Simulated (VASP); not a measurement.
# Ge (I4_1/amd) in VASP: single point with r2SCAN

Aim: the single point of Ge with r2SCAN.

Program: VASP 6.6.1. These are calculated values, not measurements. Logs are shortened: lines on timing, memory, paths and dates and some standing lists are left out, and cuts for length are marked.

### Step 1. The cell of the first run

Symmetry: I4_1/amd, No. 141, tetragonal system. Conventional cell: a = 4.995 Å, b = 4.995 Å, c = 2.753 Å, α = 90.00°, β = 90.00°, γ = 90.00°. Within 3.4 Å of Ge (site symmetry -4m2) lie 10 Ge at 2.59 to 3.24 Å.

### Step 2. Single point, r2SCAN (strain -0.030 along x and y, -0.015 along z)

The input, POSCAR:

```
Ge
1.0
   -2.4972550274      2.4972550274      1.3764514536
    2.4972550274     -2.4972550274      1.3764514536
    2.4972550274      2.4972550274     -1.3764514536
Ge
2
Direct
    0.2500000000      0.7500000000      0.5000000000
    0.5000000000      0.5000000000      0.0000000000
```

The input, INCAR.step1:

```
SYSTEM = Ge
PREC = Accurate ; ENCUT = 520
ISMEAR = 0 ; SIGMA = 0.15
LREAL = .False. ; LASPH = .True.
NELM = 60 ; NBANDS = 21
GGA = PE ; ALGO = Normal
EDIFF = 1E-4 ; LWAVE = .True.
LCHARG = .False.
```

The input, INCAR.step2:

```
SYSTEM = Ge
PREC = Accurate ; ENCUT = 520
EDIFF = 1E-6 ; ISMEAR = 0
SIGMA = 0.15 ; LREAL = .False.
LASPH = .True. ; NELM = 60
ALGO = Normal ; ISIF = 2
LWAVE = .False. ; LCHARG = .True.
METAGGA = R2SCAN ; LMIXTAU = .True.
LELF = .True. ; LVHAR = .True.
NBANDS = 21 ; ISTART = 1
```

The input, KPOINTS:

```
regular mesh
0
Gamma
  20 20 20
  0 0 0
```

Potentials or basis: VASP PAW PBE potentials, release 64 (Ge_d).

Command:

```bash
$ cat potpaw_PBE.64/Ge_d/POTCAR > POTCAR
$ cp INCAR.step1 INCAR
$ mpirun -np 1 vasp_std > vasp.out
$ cp INCAR.step2 INCAR
$ mpirun -np 1 vasp_std > vasp.out
```

OUTCAR:

```text
SYSTEM = Ge
   PREC = Accurate
   ENCUT = 520
   EDIFF = 1E-6
   ISMEAR = 0
   LREAL = .False.
   LASPH = .True.
   NELM = 60
   ISIF = 2
   METAGGA = R2SCAN
   ISTART = 1

 ion  position               nearest neighbor table
   1  0.250  0.750  0.500-   2 2.59   2 2.59   2 2.59   2 2.59
   2  0.500  0.500  0.000-   1 2.59   1 2.59   1 2.59   1 2.59

  LATTYP: Found a body centered tetragonal cell.
 ALAT       =     4.9945100548
 C/A-ratio  =     0.5511857774

  Lattice vectors:

 A1 = (  -2.4972550274,   2.4972550274,   1.3764514536)
 A2 = (   2.4972550274,  -2.4972550274,   1.3764514536)
 A3 = (   2.4972550274,   2.4972550274,  -1.3764514536)

Analysis of symmetry for initial positions (statically):
=====================================================================
 Subroutine PRICEL returns:
 Original cell was already a primitive cell.

 Routine SETGRP: Setting up the symmetry group for a
 body centered tetragonal supercell.

 Subroutine GETGRP returns: Found 16 space group operations
 (whereof  8 operations were pure point group operations)
 out of a pool of 16 trial point group operations.

The static configuration has the point symmetry D_2d.
 The point group associated with its full space group is D_4h.

Analysis of symmetry for dynamics (positions and initial velocities):
=====================================================================
 Subroutine PRICEL returns:
 Original cell was already a primitive cell.

 Routine SETGRP: Setting up the symmetry group for a
 body centered tetragonal supercell.

 Subroutine GETGRP returns: Found 16 space group operations
 (whereof  8 operations were pure point group operations)
 out of a pool of 16 trial point group operations.

The dynamic configuration has the point symmetry D_2d.
 The point group associated with its full space group is D_4h.

 Subroutine INISYM returns: Found 16 space group operations
 (whereof  8 operations are pure point group operations),
 and found     1 'primitive' translations

----------------------------------------------------------------------------------------

                                     Primitive cell

  volume of cell :      34.3358

  direct lattice vectors                    reciprocal lattice vectors
    -2.497255027  2.497255027  1.376451454     0.000000000  0.200219839  0.363252913
     2.497255027 -2.497255027  1.376451454     0.200219839  0.000000000  0.363252913
     2.497255027  2.497255027 -1.376451454     0.200219839  0.200219839  0.000000000

  length of vectors
     3.790406831  3.790406831  3.790406831     0.414777847  0.414777847  0.283153612

  position of ions in fractional coordinates (direct lattice)
     0.250000000  0.750000000  0.500000000
     0.500000000  0.500000000  0.000000000

  ion indices of the primitive-cell ions
   primitive index   ion index
                 1           1
                 2           2

----------------------------------------------------------------------------------------

 KPOINTS: regular mesh

Automatic generation of k-mesh.
 Grid dimensions read from file:
 generate k-points for:   20   20   20

 Generating k-lattice:

  Cartesian coordinates                     Fractional coordinates (reciprocal lattice)
     0.000000000  0.010010992  0.018162646     0.050000000  0.000000000  0.000000000
     0.010010992  0.000000000  0.018162646     0.000000000  0.050000000  0.000000000
     0.010010992  0.010010992  0.000000000     0.000000000  0.000000000  0.050000000

  Length of vectors
     0.020738892  0.020738892  0.014157681

  Shift w.r.t. Gamma in fractional coordinates (k-lattice)
     0.000000000  0.000000000  0.000000000

 Subroutine IBZKPT returns following result:
 ===========================================

 Found    641 irreducible k-points:

 Following reciprocal coordinates:
            Coordinates               Weight
  0.000000  0.000000  0.000000      1.000000
  0.050000 -0.000000  0.000000      8.000000
  0.100000 -0.000000  0.000000      8.000000
  0.150000 -0.000000  0.000000      8.000000
  0.200000 -0.000000  0.000000      8.000000
  0.250000  0.000000  0.000000      8.000000
[... 16 lines left out ...]
 -0.400000  0.050000  0.000000     16.000000
 -0.350000  0.050000 -0.000000     16.000000
 [... further k-points ...]
   k-points           NKPTS =    641   k-points in BZ     NKDIM =    641   number of bands    NBANDS=     21
   number of dos      NEDOS =    301   number of ions     NIONS =      2
   total plane-waves  NPLWV =  21952
   dimension x,y,z NGX =    28 NGY =   28 NGZ =   28
   dimension x,y,z NGXF=    56 NGYF=   56 NGZF=   56
   ions per type =               2
   NGX,Y,Z   is equivalent  to a cutoff of  12.28, 12.28, 12.28 a.u.
   NGXF,Y,Z  is equivalent  to a cutoff of  24.56, 24.56, 24.56 a.u.
 SYSTEM =  Ge
   PREC   = accura    normal or accurate (medium, high low for compatibility)
   ISTART =      1    job   : 0-new  1-cont  2-samecut
   ICHARG =      0    charge: 1-file 2-atom 10-const
   ISPIN  =      1    spin polarized calculation?
   LNONCOLLINEAR =      F non collinear calculations
   LSORBIT =      F    spin-orbit coupling
   LASPH  =      T    aspherical Exc in radial PAW
   ENCUT  =  520.0 eV  38.22 Ry    6.18 a.u.   7.05  7.05  7.05*2*pi/ulx,y,z
   NELM   =     60;   NELMIN=  2; NELMDL=  0     # of ELM steps
   EDIFF  = 0.1E-05   stopping-criterion for ELM
   LREAL  =      F    real-space projection
   EDIFFG = 0.1E-04   stopping-criterion for IOM
   NSW    =      0    number of steps for IOM
   IBRION =     -1    ionic relax: 0-MD 1-quasi-New 2-CG
   NFREE  =      0    steps in history (QN), initial steepest desc. (CG)
   ISIF   =      2    stress and relaxation
   ISYM   =      2    0-nonsym 1-usesym 2-fastsym
   POTIM  = 0.5000    time-step for ionic-motion
   TEBEG  =    0.0;   TEEND  =   0.0 temperature during run
   PSTRESS=    0.0 pullay stress
   NELECT =      28.0000    total number of electrons
   NUPDOWN=      -1.0000    fix difference up-down
   EMIN   =  10.00;   EMAX   =-10.00  energy-range for DOS
   EFERMI =   0.00;   METHOD = LEGACY
   ISMEAR =     0;   SIGMA  =   0.15  broadening in eV -4-tet -1-fermi 0-gaus
   EFERMI_NEDOS =   21; number of points for ismear=-14 and -15
   IALGO  =     38    algorithm
   IMIX   =      4    mixing-type and parameters
     AMIX     =   0.40;   BMIX     =  1.00
     AMIX_MAG =   1.60;   BMIX_MAG =  1.00
  volume/ion in A,a.u.               =      17.17       115.85
  Fermi-wavevector in a.u.,A,eV,Ry     =   1.529485  2.890308 31.828449  2.339325
  Thomas-Fermi vector in A             =   2.637100
   LORBIT       =      0    0 simple, 1 ext, 2 COOP (PROOUT), +10 PAW based schemes
   METAGGA = R2SCAN    functional components
   LHFCALC =     F    Hartree Fock is set to
   AEXX    =    0.0000 exact exchange contribution
   IVDW    =     0    specifies the selected vdW correction
   LEPSILON=     F    determine dielectric tensor
   LRPA    =     F    only Hartree local field effects (RPA)
 non-spin polarized calculation
 Gauss-broadening in eV      SIGMA  =   0.15
  energy-cutoff  :      520.00
  volume of cell :       34.34
 maximum number of plane-waves:       949
   NGX = 15   NGY = 15   NGZ = 15

 number of electron      27.9999981 magnetization

 Free energy of the ion-electron system (eV)
  ---------------------------------------------------
  ext. energy  EPLUGINS =         0.00000000
  ---------------------------------------------------
  free energy    TOTEN  =       -26.96419535 eV

  energy without entropy =      -26.95690766  energy(sigma->0) =      -26.96055151

 E-fermi :   7.5788     XC(G=0): -12.8266

 val. band max:        7.5753064056   @ k =  -0.3500  -0.4000   0.0500
 cond. band min:       7.5806737368   @ k =  -0.2500   0.2500   0.2500
 fundamental gap:      0.0053673313
 Fermi energy:         7.5787650865

 k-point     1 :       0.0000    0.0000    0.0000
  band No.  band energies     occupation
      1     -18.0257      2.00000
      2     -17.9506      2.00000
      3     -17.9272      2.00000
      4     -17.9131      2.00000
      5     -17.7821      2.00000
      6     -17.7821      2.00000
[... 13 lines left out ...]
     20      20.3052      0.00000
     21      21.1439      0.00000

 k-point     2 :       0.0500   -0.0000    0.0000
  band No.  band energies     occupation
      1     -18.0245      2.00000
      2     -17.9466      2.00000
      3     -17.9254      2.00000
      4     -17.9081      2.00000
      5     -17.7861      2.00000
      6     -17.7857      2.00000
[... 13 lines left out ...]
     20      20.2897      0.00000
     21      21.4765      0.00000

 k-point     3 :       0.1000   -0.0000    0.0000
  band No.  band energies     occupation
      1     -18.0207      2.00000
      2     -17.9354      2.00000
      3     -17.9202      2.00000
      4     -17.8941      2.00000
      5     -17.7953      2.00000
      6     -17.7924      2.00000
[... 13 lines left out ...]
     20      19.7625      0.00000
     21      20.3732      0.00000

 k-point     4 :       0.1500   -0.0000    0.0000
  band No.  band energies     occupation
      1     -18.0143      2.00000
      2     -17.9191      2.00000
      3     -17.9121      2.00000
      4     -17.8751      2.00000
      5     -17.8072      2.00000
      6     -17.7970      2.00000
[... 13 lines left out ...]
     20      18.7650      0.00000
     21      19.5562      0.00000

 k-point     5 :       0.2000   -0.0000    0.0000
  band No.  band energies     occupation
      1     -18.0058      2.00000
      2     -17.9022      2.00000
      3     -17.9015      2.00000
      4     -17.8583      2.00000
      5     -17.8205      2.00000
      6     -17.7948      2.00000
[... 13 lines left out ...]
     20      17.8740      0.00000
     21      19.3735      0.00000

 k-point     6 :       0.2500    0.0000    0.0000
  band No.  band energies     occupation
      1     -17.9964      2.00000
      2     -17.8921      2.00000
      3     -17.8878      2.00000
      4     -17.8521      2.00000
      5     -17.8327      2.00000
      6     -17.7931      2.00000
[... 13 lines left out ...]
     20      17.1548      0.00000
     21      19.6555      0.00000

 k-point     7 :       0.3000   -0.0000    0.0000
  band No.  band energies     occupation
      1     -17.9873      2.00000
      2     -17.8855      2.00000
      3     -17.8802      2.00000
      4     -17.8585      2.00000
      5     -17.8402      2.00000
      6     -17.8014      2.00000
[... 13 lines left out ...]
     20      16.6261      0.00000
     21      20.2135      0.00000
[... 291 lines left out ...]
      1     -17.9665      2.00000
      2     -17.9059      2.00000
      3     -17.8973      2.00000
      4     -17.8624      2.00000
      5     -17.8232      2.00000
      6     -17.8217      2.00000
[... 13 lines left out ...]
     20      20.5288      0.00000
     21      21.0559      0.00000

 k-point    21 :       0.5000    0.0500   -0.0000
  band No.  band energies     occupation
      1     -17.9648      2.00000
      2     -17.9068      2.00000
      3     -17.8960      2.00000
      4     -17.8631      2.00000
      5     -17.8219      2.00000
      6     -17.8211      2.00000
[... 13 lines left out ...]
     20      20.5221      0.00000
     21      21.0338      0.00000

 k-point    22 :      -0.4500    0.0500   -0.0000
  band No.  band energies     occupation
      1     -17.9676      2.00000
      2     -17.8992      2.00000
      3     -17.8912      2.00000
      4     -17.8665      2.00000
      5     -17.8252      2.00000
      6     -17.8178      2.00000
[... 13 lines left out ...]
     20      19.3250      0.00000
     21      21.5966      0.00000

 k-point    23 :      -0.4000    0.0500    0.0000
  band No.  band energies     occupation
      1     -17.9733      2.00000
      2     -17.8890      2.00000
      3     -17.8826      2.00000
      4     -17.8717      2.00000
      5     -17.8311      2.00000
      6     -17.8116      2.00000
[... 13 lines left out ...]
     20      17.8492      0.00000
     21      20.8133      0.00000

 k-point    24 :      -0.3500    0.0500   -0.0000
  band No.  band energies     occupation
      1     -17.9808      2.00000
      2     -17.8858      2.00000
      3     -17.8786      2.00000
      4     -17.8696      2.00000
      5     -17.8337      2.00000
      6     -17.8041      2.00000
[... 13 lines left out ...]
     20      17.1336      0.00000
     21      20.0846      0.00000

 [... further k-points ...]
[... 5 lines left out ...]
  --------------------------------------------------------------------------------------
  -------------------------------------------------------------------------------------
  Total        1.6390156      1.6390156      1.6382224      0.0000000      0.0000000      0.0000000
  in kB       76.4798416     76.4798416     76.4428306      0.0000000      0.0000000      0.0000000
  external PRESSURE =      76.4675046 kB  Pullay stress =       0.0000000 kB

 VOLUME and BASIS-vectors are now :
 -----------------------------------------------------------------------------
  energy-cutoff  :      520.00
  volume of cell :       34.34
      direct lattice vectors                 reciprocal lattice vectors
    -2.497255027  2.497255027  1.376451454     0.000000000  0.200219839  0.363252913
     2.497255027 -2.497255027  1.376451454     0.200219839  0.000000000  0.363252913
     2.497255027  2.497255027 -1.376451454     0.200219839  0.200219839  0.000000000

 POSITION                                       TOTAL-FORCE (eV/Angst)
 -----------------------------------------------------------------------------------
      2.49726     -0.00000      0.68823         0.000000     -0.000000     -0.000000
      0.00000      0.00000      1.37645        -0.000000      0.000000      0.000000
 -----------------------------------------------------------------------------------
    total drift:                                0.000000     -0.000000      0.000000

  FREE ENERGIE OF THE ION-ELECTRON SYSTEM (eV)
  ---------------------------------------------------
  free  energy   TOTEN  =       -26.9641953542 eV

  energy  without entropy=      -26.9569076595  energy(sigma->0) =      -26.96055151
```

Wall time 11 min (1 thread of Intel Xeon 6975P-C (Granite Rapids), shared host); peak memory 0.45 GiB.

What came out:

```
Free energy            : -26.9642 eV
Pressure               : 7.6 GPa
Band gap on the k mesh : zero (bands 14 and 15 overlap by 6.03 eV)
```

Caveat: the cell differs from its parent crystal (strain -0.030 along x and y, -0.015 along z); the cell stands under pressure; the PAW data sets were made with another functional, which shifts forces and pressure a little.
